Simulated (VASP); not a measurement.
# Hg (P6_3/mmc) in VASP: notebook, part 2 of 2

VASP 6.6.1. The steps go on from the part before.

### 3 Single point, PBEsol

This run uses another cell than the first one, of the same volume but with other edges.

File INCAR:

```
  PREC = Accurate
  ENCUT = 520
  EDIFF = 1E-6
  ISMEAR = 0
  SIGMA = 0.15
  LREAL = False
  LASPH = True
  NELM = 80
  ALGO = Fast
  ISIF = 2
  LWAVE = False
  LCHARG = False
  GGA = PS
  NBANDS = 19
```

File KPOINTS:

```
regular mesh
0
Gamma
  18 18 10
```

File POSCAR:

```
Hg
1.0
    3.2576875949      0.0000000000      0.0000000000
   -1.6288437974      2.8212402147      0.0000000000
    0.0000000000      0.0000000000      6.1967767700
Hg
2
Direct
    0.6666666667      0.3333333333      0.7500000000
    0.3333333333      0.6666666667      0.2500000000
```

Potentials or basis: VASP PAW PBE potentials, release 64 (Hg).

Command:

```console
$ cat potpaw_PBE.64/Hg/POTCAR > POTCAR
$ mpirun -np 1 vasp_std > vasp.out
```

OUTCAR:

```text
PREC = Accurate
   ENCUT = 520
   EDIFF = 1E-6
   ISMEAR = 0
   LREAL = False
   LASPH = True
   NELM = 80
   ISIF = 2
   GGA = PS

 ion  position               nearest neighbor table
   1  0.667  0.333  0.750-   2 3.62   2 3.62   2 3.62   2 3.62   2 3.62   2 3.62
   2  0.333  0.667  0.250-   1 3.62   1 3.62   1 3.62   1 3.62   1 3.62   1 3.62

  LATTYP: Found a hexagonal cell.
 ALAT       =     3.2576875949
 C/A-ratio  =     1.9022010520

  Lattice vectors:

 A1 = (   3.2576875949,   0.0000000000,   0.0000000000)
 A2 = (  -1.6288437974,   2.8212402147,   0.0000000000)
 A3 = (   0.0000000000,   0.0000000000,   6.1967767700)

Analysis of symmetry for initial positions (statically):
=====================================================================
 Subroutine PRICEL returns:
 Original cell was already a primitive cell.

 Routine SETGRP: Setting up the symmetry group for a
 hexagonal supercell.

 Subroutine GETGRP returns: Found 24 space group operations
 (whereof 12 operations were pure point group operations)
 out of a pool of 24 trial point group operations.

The static configuration has the point symmetry D_3d.
 The point group associated with its full space group is D_6h.

Analysis of symmetry for dynamics (positions and initial velocities):
=====================================================================
 Subroutine PRICEL returns:
 Original cell was already a primitive cell.

 Routine SETGRP: Setting up the symmetry group for a
 hexagonal supercell.

 Subroutine GETGRP returns: Found 24 space group operations
 (whereof 12 operations were pure point group operations)
 out of a pool of 24 trial point group operations.

The dynamic configuration has the point symmetry D_3d.
 The point group associated with its full space group is D_6h.

 Subroutine INISYM returns: Found 24 space group operations
[... 111 lines left out ...]
   EFERMI =   0.00;   METHOD = LEGACY
   ISMEAR =     0;   SIGMA  =   0.15  broadening in eV -4-tet -1-fermi 0-gaus
   EFERMI_NEDOS =   21; number of points for ismear=-14 and -15
   IALGO  =     68    algorithm
   IMIX   =      4    mixing-type and parameters
     AMIX     =   0.40;   BMIX     =  1.00
     AMIX_MAG =   1.60;   BMIX_MAG =  1.00
  volume/ion in A,a.u.               =      28.48       192.17
  Fermi-wavevector in a.u.,A,eV,Ry     =   1.227364  2.319382 20.496128  1.506423
  Thomas-Fermi vector in A             =   2.362330
   LORBIT       =      0    0 simple, 1 ext, 2 COOP (PROOUT), +10 PAW based schemes
   GGA     = PS    functional components
   LHFCALC =     F    Hartree Fock is set to
   AEXX    =    0.0000 exact exchange contribution
   IVDW    =     0    specifies the selected vdW correction
   LEPSILON=     F    determine dielectric tensor
   LRPA    =     F    only Hartree local field effects (RPA)
 non-spin polarized calculation
 RMM-DIIS sequential band-by-band and
 Gauss-broadening in eV      SIGMA  =   0.15
  energy-cutoff  :      520.00
  volume of cell :       56.95
 maximum number of plane-waves:      1572
   NGX = 13   NGY = 13   NGZ = 23

 number of electron      23.9999992 magnetization

 Free energy of the ion-electron system (eV)
  ---------------------------------------------------
  ext. energy  EPLUGINS =         0.00000000
  ---------------------------------------------------
  free energy    TOTEN  =        -0.97021935 eV

  energy without entropy =       -0.96345245  energy(sigma->0) =       -0.96683590

 E-fermi :   0.9000     XC(G=0): -10.0220

 val. band max:        0.8909267360   @ k =   0.3333   0.3333   0.5000
 cond. band min:       0.9017825467   @ k =   0.3333   0.2222   0.1000
 fundamental gap:      0.0108558107
 Fermi energy:         0.8999943212

 k-point     1 :       0.0000    0.0000    0.0000
  band No.  band energies     occupation
      1      -6.5741      2.00000
      2      -6.1301      2.00000
      3      -5.4530      2.00000
      4      -5.2454      2.00000
      5      -5.2454      2.00000
      6      -5.2005      2.00000
[... 505 lines left out ...]
      6      -4.9667      2.00000
[... 11 lines left out ...]
     18      10.8162      0.00000
     19      12.6637      0.00000

 [... further k-points ...]

------------------------ aborting loop because EDIFF is reached ----------------------------------------

  FORCE on cell =-STRESS in cart. coord.  units (eV):
  Direction    XX          YY          ZZ          XY          YZ          ZX
  --------------------------------------------------------------------------------------
  -------------------------------------------------------------------------------------
  Total       -0.7031290     -0.7031290     -1.1843869     -0.0000000     -0.0000000      0.0000000
  in kB      -19.7801815    -19.7801815    -33.3187602     -0.0000000     -0.0000000      0.0000000
  external PRESSURE =     -24.2930411 kB  Pullay stress =       0.0000000 kB

 VOLUME and BASIS-vectors are now :
 -----------------------------------------------------------------------------
  energy-cutoff  :      520.00
  volume of cell :       56.95
      direct lattice vectors                 reciprocal lattice vectors
     3.257687595  0.000000000  0.000000000     0.306966206  0.177227021  0.000000000
    -1.628843797  2.821240215  0.000000000     0.000000000  0.354454043  0.000000000
     0.000000000  0.000000000  6.196776770     0.000000000  0.000000000  0.161374217

 POSITION                                       TOTAL-FORCE (eV/Angst)
 -----------------------------------------------------------------------------------
      1.62884      0.94041      4.64758         0.000000     -0.000000      0.000000
     -0.00000      1.88083      1.54919        -0.000000      0.000000      0.000000
 -----------------------------------------------------------------------------------
    total drift:                                0.000000     -0.000000      0.000000

  FREE ENERGIE OF THE ION-ELECTRON SYSTEM (eV)
  ---------------------------------------------------
  free  energy   TOTEN  =        -0.9702193457 eV

  energy  without entropy=       -0.9634524484  energy(sigma->0) =       -0.96683590
```

Run time: 99 s. Hardware: 1 thread of Intel Xeon 8259CL, shared host; peak memory 0.31 GiB.

Results:

| Item | Value |
| --- | --- |
| Free energy | -0.9702 eV |
| Pressure | -2.4 GPa |
| Band gap on the k mesh | zero (bands 12 and 13 overlap by 1.17 eV) |

Caveat: the PAW data sets were made with another functional, which shifts forces and pressure a little; spin-orbit coupling is left out, which moves the levels of the heavy elements.
